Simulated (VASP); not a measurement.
InSb3: single point with PBEsol

Crystal: InSb3.

```
In Sb
1.0
     0.00000    3.48960    3.48960
     3.48960    0.00000    3.48960
     3.48960    3.48960    0.00000
In Sb
1 3
Direct
  0.00000 0.00000 0.00000
  0.50000 0.50000 0.50000
  0.25000 0.25000 0.25000
  0.75000 0.75000 0.75000
```

```yaml
Program: VASP 6.6.1
Task: single point
Functional: PBEsol
Potentials_or_basis: VASP PAW PBE potentials, release 64 (In_d, Sb)
Cutoff: 500 eV
k_mesh: 5 × 5 × 5
Occupations: gaussian, width 0.01 eV
Spin: no spin polarisation
```

The pressure is 20.2 GPa. The band gap on the k mesh is zero (bands 14 and 15 overlap by 2.02 eV).

Levels at points of the mesh, in eV from the Fermi level:
| k point | band 10 | band 11 | band 12 | band 13 | band 14 | band 15 | band 16 | band 17 | band 18 | band 19 |
| --- | --- | --- | --- | --- | --- | --- | --- | --- | --- | --- |
| (0.00, 0.00, 0.00) | -3.32 | -3.32 | -3.26 | -3.26 | -3.26 | -1.22 | -1.22 | -1.22 | -1.22 | 3.12 |

It took 12 s on 1 thread of Intel(R) Xeon(R) Platinum 8559C (Emerald Rapids) (shared host), peak memory 0.21 GiB.

Caveat: the cell stands under pressure; the PAW data sets were made with another functional, which shifts forces and pressure a little; spin-orbit coupling is left out, which moves the levels of the heavy elements.
